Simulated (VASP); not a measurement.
# Pt: single point with PBE

Pt:

```
CELL_PARAMETERS angstrom
2.80680 0.00000 0.00000
-1.40340 2.43076 0.00000
0.00000 0.00000 4.54230
ATOMIC_POSITIONS crystal
Pt 0.66667 0.33333 0.75000
Pt 0.33333 0.66667 0.25000
```

```yaml
Program: VASP 6.6.1
Task: single point
Functional: PBE
Potentials_or_basis: VASP PAW PBE potentials, release 64 (Pt)
Cutoff: 520 eV
k_mesh: 18 × 18 × 10
Occupations: gaussian, width 0.15 eV
Spin: no spin polarisation
```

```yaml
Pressure: 3.7 GPa
Band_gap_on_the_k_mesh: zero (band 10 reaches 11.05 eV, above the bottom of band 11 at 9.86 eV)
```

Stress tensor (GPa, compression positive):
```
0.72 0.00 0.00
0.00 0.72 0.00
0.00 0.00 9.80
```

Levels at points of the mesh, in eV from the Fermi level:
```csv
k point,band 6,band 7,band 8,band 9,band 10,band 11,band 12,band 13,band 14,band 15
"(0.00, 0.00, 0.00)",-3.00,-3.00,-2.36,-2.36,-0.29,-0.29,-0.28,5.70,14.72,16.72
"(0.50, 0.00, 0.00)",-2.96,-2.78,-0.03,0.21,0.28,2.13,3.49,7.62,9.43,9.95
"(0.00, 0.00, 0.50)",-3.60,-3.60,-3.60,-0.89,-0.89,-0.89,-0.89,13.41,13.41,15.41
"(0.50, 0.00, 0.50)",-2.13,-0.93,-0.93,0.16,0.16,1.66,1.66,6.34,6.34,15.14
```

Run time: 32 s on 1 thread of Intel(R) Xeon(R) Platinum 8481C CPU @ 2.70GHz (Sapphire Rapids) (shared host), peak memory 0.23 GiB.

Caveat: spin-orbit coupling is left out, which moves the levels of the heavy elements.
